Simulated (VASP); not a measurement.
# NaF (P4/mmm) in VASP: notebook

The runs below take NaF through single point, with PBE, r2SCAN.

All numbers are computed with VASP 6.6.1; they aren't measurements. Logs are shortened: lines on timing, memory, paths and dates and some standing lists are left out, and cuts for length are marked.

## Step 1: The cell of the first run

Symmetry: P4/mmm, No. 123, tetragonal system. Conventional cell: a = 2.793 Å, b = 2.793 Å, c = 2.840 Å, α = 90.00°, β = 90.00°, γ = 90.00°. Within 3.2 Å of Na (site symmetry 4/mmm) lie 8 F at 2.43 Å and 6 Na at 2.79 to 2.84 Å. F (site symmetry 4/mmm) has 8 Na at 2.43 Å and 6 F at 2.79 to 2.84 Å within 3.2 Å.

## Step 2: Single point, PBE (uniaxial z strain +1.7%)

The input, INCAR:

```
PREC = Accurate
ENCUT = 520
EDIFF = 1E-7
ISMEAR = -1
SIGMA = 0.02
LREAL = False
LASPH = True
NELM = 60
ALGO = Normal
ISIF = 2
LWAVE = False
LCHARG = False
GGA = PE
NBANDS = 14
```

The input, KPOINTS:

```
Automatic mesh
0
Gamma
  10 10 10
```

The input, POSCAR:

```
NaF
1.0
    2.7934852186      0.0000000000      0.0000000000
    0.0000000000      2.7934852186      0.0000000000
    0.0000000000      0.0000000000      2.8395777247
Na F
1 1
Direct
    0.0000000000      0.0000000000      0.0000000000
    0.5000000000      0.5000000000      0.5000000000
```

Potentials or basis: VASP PAW PBE potentials, release 64 (Na_pv, F).

Command:

```console
cat potpaw_PBE.64/Na_pv/POTCAR potpaw_PBE.64/F/POTCAR > POTCAR
mpirun -np 1 vasp_std > vasp.out
```

OUTCAR:

```text
PREC = Accurate
   ENCUT = 520
   EDIFF = 1E-7
   ISMEAR = -1
   LREAL = False
   LASPH = True
   NELM = 60
   ISIF = 2
   GGA = PE

 ion  position               nearest neighbor table
   1  0.000  0.000  0.000-
   2  0.500  0.500  0.500-

  LATTYP: Found a simple tetragonal cell.
 ALAT       =     2.7934852186
 C/A-ratio  =     1.0165000000

  Lattice vectors:

 A1 = (   2.7934852186,   0.0000000000,   0.0000000000)
 A2 = (   0.0000000000,   2.7934852186,   0.0000000000)
 A3 = (   0.0000000000,   0.0000000000,   2.8395777247)

Analysis of symmetry for initial positions (statically):
=====================================================================
 Subroutine PRICEL returns:
 Original cell was already a primitive cell.

 Routine SETGRP: Setting up the symmetry group for a
 simple tetragonal supercell.

 Subroutine GETGRP returns: Found 16 space group operations
 (whereof 16 operations were pure point group operations)
 out of a pool of 16 trial point group operations.

The static configuration has the point symmetry D_4h.

Analysis of symmetry for dynamics (positions and initial velocities):
=====================================================================
 Subroutine PRICEL returns:
 Original cell was already a primitive cell.

 Routine SETGRP: Setting up the symmetry group for a
 simple tetragonal supercell.

 Subroutine GETGRP returns: Found 16 space group operations
 (whereof 16 operations were pure point group operations)
 out of a pool of 16 trial point group operations.

The dynamic configuration has the point symmetry D_4h.

 Subroutine INISYM returns: Found 16 space group operations
 (whereof 16 operations are pure point group operations),
 and found     1 'primitive' translations

----------------------------------------------------------------------------------------

                                     Primitive cell

  volume of cell :      22.1588

  direct lattice vectors                    reciprocal lattice vectors
     2.793485219  0.000000000  0.000000000     0.357975762  0.000000000  0.000000000
     0.000000000  2.793485219  0.000000000     0.000000000  0.357975762  0.000000000
     0.000000000  0.000000000  2.839577725     0.000000000  0.000000000  0.352165039

  length of vectors
     2.793485219  2.793485219  2.839577725     0.357975762  0.357975762  0.352165039

  position of ions in fractional coordinates (direct lattice)
     0.000000000  0.000000000  0.000000000
     0.500000000  0.500000000  0.500000000

  ion indices of the primitive-cell ions
   primitive index   ion index
[... 80 lines left out ...]
   ISIF   =      2    stress and relaxation
   ISYM   =      2    0-nonsym 1-usesym 2-fastsym
   POTIM  = 0.5000    time-step for ionic-motion
   TEBEG  =    0.0;   TEEND  =   0.0 temperature during run
   PSTRESS=    0.0 pullay stress
   NELECT =      14.0000    total number of electrons
   NUPDOWN=      -1.0000    fix difference up-down
   EMIN   =  10.00;   EMAX   =-10.00  energy-range for DOS
   EFERMI =   0.00;   METHOD = LEGACY
   ISMEAR =    -1;   SIGMA  =   0.02  broadening in eV -4-tet -1-fermi 0-gaus
   EFERMI_NEDOS =   21; number of points for ismear=-14 and -15
   IALGO  =     38    algorithm
   IMIX   =      4    mixing-type and parameters
     AMIX     =   0.40;   BMIX     =  1.00
     AMIX_MAG =   1.60;   BMIX_MAG =  1.00
  volume/ion in A,a.u.               =      11.08        74.77
  Fermi-wavevector in a.u.,A,eV,Ry     =   1.404760  2.654611 26.849050  1.973349
  Thomas-Fermi vector in A             =   2.527289
   LORBIT       =      0    0 simple, 1 ext, 2 COOP (PROOUT), +10 PAW based schemes
   GGA     = PE    functional components
   LHFCALC =     F    Hartree Fock is set to
   AEXX    =    0.0000 exact exchange contribution
   IVDW    =     0    specifies the selected vdW correction
   LEPSILON=     F    determine dielectric tensor
   LRPA    =     F    only Hartree local field effects (RPA)
 non-spin polarized calculation
  energy-cutoff  :      520.00
  volume of cell :       22.16
 maximum number of plane-waves:       624
 NGX is ok and might be reduce to    24
   NGX = 11   NGY = 11   NGZ = 11

 number of electron      14.0000010 magnetization

 Free energy of the ion-electron system (eV)
  ---------------------------------------------------
  ext. energy  EPLUGINS =         0.00000000
  ---------------------------------------------------
  free energy    TOTEN  =        -8.23715313 eV

  energy without entropy =       -8.23715313  energy(sigma->0) =       -8.23715313

 E-fermi :  -0.1909     XC(G=0):  -9.8460

 val. band max:       -0.6768341594   @ k =   0.5000   0.0000   0.5000
 cond. band min:       5.2968826089   @ k =   0.0000   0.0000   0.0000
 fundamental gap:      5.9737167682
 Fermi energy:        -0.1908526163

 k-point     1 :       0.0000    0.0000    0.0000
  band No.  band energies     occupation
      1     -20.7827      2.00000
      2     -20.7779      2.00000
      3     -20.7779      2.00000
      4     -20.5556      2.00000
      5      -1.1129      2.00000
      6      -0.9988      2.00000
      7      -0.9988      2.00000
      8       5.2969      0.00000
      9      14.8457      0.00000
     10      15.1477      0.00000
     11      22.7096      0.00000
     12      23.2241      0.00000
     13      23.2241      0.00000
     14      30.1788      0.00000
[... 377 lines left out ...]
      1     -21.1553      2.00000
      2     -20.8063      2.00000
      3     -20.7653      2.00000
      4     -20.1126      2.00000
      5      -1.9182      2.00000
      6      -1.2727      2.00000
      7      -0.9406      2.00000
      8       6.7933      0.00000
      9      14.4756      0.00000
     10      15.5185      0.00000
     11      22.2743      0.00000
     12      23.1094      0.00000
     13      25.1959      0.00000
     14      25.2544      0.00000

 [... further k-points ...]
[... 5 lines left out ...]
  --------------------------------------------------------------------------------------
  -------------------------------------------------------------------------------------
  Total        0.5632107      0.5632107      0.1906761      0.0000000     -0.0000000      0.0000000
  in kB       40.7225478     40.7225478     13.7867008      0.0000000     -0.0000000      0.0000000
  external PRESSURE =      31.7439322 kB  Pullay stress =       0.0000000 kB

 VOLUME and BASIS-vectors are now :
 -----------------------------------------------------------------------------
  energy-cutoff  :      520.00
  volume of cell :       22.16
      direct lattice vectors                 reciprocal lattice vectors
     2.793485219  0.000000000  0.000000000     0.357975762  0.000000000  0.000000000
     0.000000000  2.793485219  0.000000000     0.000000000  0.357975762  0.000000000
     0.000000000  0.000000000  2.839577725     0.000000000  0.000000000  0.352165039

 POSITION                                       TOTAL-FORCE (eV/Angst)
 -----------------------------------------------------------------------------------
      0.00000      0.00000      0.00000         0.000000      0.000000      0.000000
      1.39674      1.39674      1.41979         0.000000      0.000000      0.000000
 -----------------------------------------------------------------------------------
    total drift:                                0.000000      0.000000     -0.000000

  FREE ENERGIE OF THE ION-ELECTRON SYSTEM (eV)
  ---------------------------------------------------
  free  energy   TOTEN  =        -8.2371531304 eV

  energy  without entropy=       -8.2371531304  energy(sigma->0) =       -8.23715313
```

OSZICAR:

```text
N       E                     dE             d eps       ncg     rms          rms(c)
DAV:   1     0.108308033356E+03    0.10831E+03   -0.77606E+03  3586   0.127E+03
DAV:   2    -0.402412640235E+01   -0.11233E+03   -0.10425E+03  4038   0.350E+02
DAV:   3    -0.909565521357E+01   -0.50715E+01   -0.50624E+01  4014   0.675E+01
DAV:   4    -0.913229078635E+01   -0.36636E-01   -0.36634E-01  4110   0.606E+00
DAV:   5    -0.913263063423E+01   -0.33985E-03   -0.33985E-03  4248   0.585E-01    0.520E+00
DAV:   6    -0.827810652336E+01    0.85452E+00   -0.25806E+00  4160   0.144E+01    0.172E+00
DAV:   7    -0.825078179388E+01    0.27325E-01   -0.29118E-02  3630   0.285E+00    0.102E+00
DAV:   8    -0.823672547568E+01    0.14056E-01   -0.24560E-02  3762   0.405E+00    0.127E-01
DAV:   9    -0.823719508170E+01   -0.46961E-03   -0.33027E-03  4230   0.577E-01    0.765E-02
DAV:  10    -0.823715499805E+01    0.40084E-04   -0.37831E-04  3906   0.171E-01    0.133E-02
DAV:  11    -0.823715304874E+01    0.19493E-05   -0.15968E-05  4170   0.790E-02    0.211E-03
DAV:  12    -0.823715318910E+01   -0.14036E-06   -0.12693E-06  3858   0.141E-02    0.125E-03
DAV:  13    -0.823715313040E+01    0.58707E-07   -0.16438E-07  3750   0.411E-03
   1 F= -.82371531E+01 E0= -.82371531E+01  d E =-.199459E-12
```

Wall time 30 s (1 thread of Intel Xeon 8259CL, shared host); peak memory 0.16 GiB.

Results:

* Free energy: -8.2372 eV
* Pressure: 3.2 GPa
* Band gap on the k mesh: 5.97 eV, indirect (least direct gap 6.30 eV)

Stress tensor (GPa, compression positive):
```
4.07 0.00 0.00
0.00 4.07 0.00
0.00 0.00 1.38
```

Caveat: the cell differs from its parent crystal (uniaxial z strain +1.7%).

## Step 3: Single point, r2SCAN (epitaxial xy strain +0.4%)

The input, POSCAR:

```
NaF
1.0
    2.8035417653      0.0000000000      0.0000000000
    0.0000000000      2.8035417653      0.0000000000
    0.0000000000      0.0000000000      2.7925406604
Na F
1 1
Direct
    0.0000000000      0.0000000000      0.0000000000
    0.5000000000      0.5000000000      0.5000000000
```

The input, INCAR.step1:

```
SYSTEM = NaF
  PREC = Accurate
  ENCUT = 520
  ISMEAR = 0
  SIGMA = 0.01
  LREAL = .FALSE.
  LASPH = .TRUE.
  NELM = 80
  NBANDS = 14
  GGA = PE
  ALGO = Normal
  EDIFF = 1E-4
  LWAVE = .TRUE.
  LCHARG = .FALSE.
```

The input, INCAR.step2:

```
SYSTEM = NaF
  PREC = Accurate
  ENCUT = 520
  EDIFF = 1E-6
  ISMEAR = 0
  SIGMA = 0.01
  LREAL = .FALSE.
  LASPH = .TRUE.
  NELM = 80
  ALGO = Normal
  ISIF = 2
  LWAVE = .FALSE.
  LCHARG = .FALSE.
  METAGGA = R2SCAN
  LMIXTAU = .TRUE.
  NBANDS = 14
  ISTART = 1
```

The input, KPOINTS:

```
Automatic mesh
0
G
  10 10 10
  0 0 0
```

Potentials or basis: VASP PAW PBE potentials, release 64 (Na_pv, F).

Command:

```console
cat potpaw_PBE.64/Na_pv/POTCAR potpaw_PBE.64/F/POTCAR > POTCAR
cp INCAR.step1 INCAR
mpirun -np 1 vasp_std > vasp.out
cp INCAR.step2 INCAR
mpirun -np 1 vasp_std > vasp.out
```

Run time: 2.1 min. Hardware: 1 thread of Intel Xeon 8259CL, shared host; peak memory 0.16 GiB.

It converged, with:

- Free energy: -12.3129 eV
- Pressure: -1.2 GPa
- Band gap on the k mesh: 7.05 eV, indirect (least direct gap 7.38 eV)

Stress tensor (GPa, compression positive):
```
-1.46  0.00  0.00
 0.00 -1.46  0.00
 0.00  0.00 -0.79
```

Levels at points of the mesh, in eV from the valence-band top:
```csv
k point,band 3,band 4,band 5,band 6,band 7,band 8,band 9,band 10,band 11,band 12
"(0.00, 0.00, 0.00)",-20.67,-20.66,-0.36,-0.36,-0.33,7.05,16.39,16.47,25.47,25.47
"(0.50, 0.00, 0.00)",-20.64,-20.00,-2.62,-0.24,-0.21,11.83,12.88,20.42,22.29,24.88
"(0.50, 0.50, 0.00)",-20.61,-20.50,-1.89,-1.89,0.00,12.93,16.37,16.37,16.53,24.67
"(0.00, 0.00, 0.50)",-20.64,-20.00,-2.61,-0.23,-0.23,11.83,12.93,20.41,22.25,24.91
"(0.50, 0.00, 0.50)",-20.61,-20.50,-1.89,-1.88,-0.02,12.96,16.38,16.42,16.47,24.55
"(0.50, 0.50, 0.50)",-20.84,-20.27,-1.69,-1.68,-1.68,15.45,15.45,15.45,20.42,20.42
```

Caveat: the cell differs from its parent crystal (epitaxial xy strain +0.4%); the PAW data sets were made with another functional, which shifts forces and pressure a little. A k mesh can miss the band edges.

## Step 4: Single point, r2SCAN (uniaxial z strain +1.7%)

The input, POSCAR:

```
NaF
1.0
    2.7934852186      0.0000000000      0.0000000000
    0.0000000000      2.7934852186      0.0000000000
    0.0000000000      0.0000000000      2.8395777247
Na F
1 1
Direct
    0.0000000000      0.0000000000      0.0000000000
    0.5000000000      0.5000000000      0.5000000000
```

The input, INCAR.step1:

```
PREC = Accurate
ENCUT = 520
ISMEAR = 0
SIGMA = 0.01
LREAL = False
LASPH = True
NELM = 100
NBANDS = 14
GGA = PE
ALGO = Normal
EDIFF = 1E-4
LWAVE = True
LCHARG = False
```

The input, INCAR.step2:

```
PREC = Accurate
ENCUT = 520
EDIFF = 1E-7
ISMEAR = 0
SIGMA = 0.01
LREAL = False
LASPH = True
NELM = 100
ALGO = Normal
ISIF = 2
LWAVE = False
LCHARG = True
METAGGA = R2SCAN
LMIXTAU = True
LELF = True
LVHAR = True
NBANDS = 14
ISTART = 1
```

The input, KPOINTS:

```
Automatic mesh
0
Gamma
  10 10 10
```

Command:

```console
cat potpaw_PBE.64/Na_pv/POTCAR potpaw_PBE.64/F/POTCAR > POTCAR
cp INCAR.step1 INCAR
mpirun -np 1 vasp_std > vasp.out
cp INCAR.step2 INCAR
mpirun -np 1 vasp_std > vasp.out
```

Wall time 2 min (1 thread of Intel Xeon 8259CL, shared host); peak memory 0.16 GiB.

The run converged. Its results:

| Item | Value |
| --- | --- |
| Free energy | -12.3093 eV |
| Pressure | -1.7 GPa |
| Band gap on the k mesh | 6.97 eV, indirect (least direct gap 7.29 eV) |

Stress tensor (GPa, compression positive):
```
-0.81  0.00  0.00
 0.00 -0.81  0.00
 0.00  0.00 -3.55
```

Levels at points of the mesh, in eV from the valence-band top:
```
           k point  band 3  band 4  band 5  band 6  band 7  band 8  band 9  band 10  band 11  band 12
(0.00, 0.00, 0.00)  -20.70  -20.70   -0.44   -0.32   -0.32    6.97   16.22    16.52    24.99    25.52
(0.50, 0.00, 0.00)  -20.67  -20.03   -2.60   -0.31   -0.19   11.73   12.86    20.31    22.15    24.45
(0.50, 0.50, 0.00)  -20.65  -20.48   -1.87   -1.87   -0.08   12.95   16.24    16.34    16.34    24.19
(0.00, 0.00, 0.50)  -20.68  -20.02   -2.60   -0.22   -0.22   11.74   12.65    20.34    22.29    24.90
(0.50, 0.00, 0.50)  -20.65  -20.51   -1.91   -1.87    0.00   12.83   16.14    16.32    16.47    24.59
(0.50, 0.50, 0.50)  -20.85  -20.27   -1.69   -1.69   -1.65   15.35   15.35    15.36    20.10    20.44
```

Caveat: the cell differs from its parent crystal (uniaxial z strain +1.7%); the PAW data sets were made with another functional, which shifts forces and pressure a little. A k mesh can miss the band edges.

## Step 5: Overview

| level | cell | smearing | gap on the mesh (eV) | pressure (GPa) |
| --- | --- | --- | --- | --- |
| PBE | a = 2.793, b = 2.793, c = 2.840 Å, 2 atoms | fermi-dirac 0.02 eV | 5.97 | 3.2 |
| r2SCAN | a = 2.804, b = 2.804, c = 2.793 Å, 2 atoms | gaussian 0.01 eV | 7.05 | -1.2 |
| r2SCAN | a = 2.793, b = 2.793, c = 2.840 Å, 2 atoms | gaussian 0.01 eV | 6.97 | -1.7 |

Alike in all rows: task single point; potentials or basis VASP PAW PBE potentials, release 64 (Na_pv, F); no spin polarisation; k mesh 10 × 10 × 10; cutoff (eV) 520.

Caveats: the PAW data sets were made with another functional, which shifts forces and pressure a little (some runs).

Absolute energies hang on the potentials; compare differences alone.
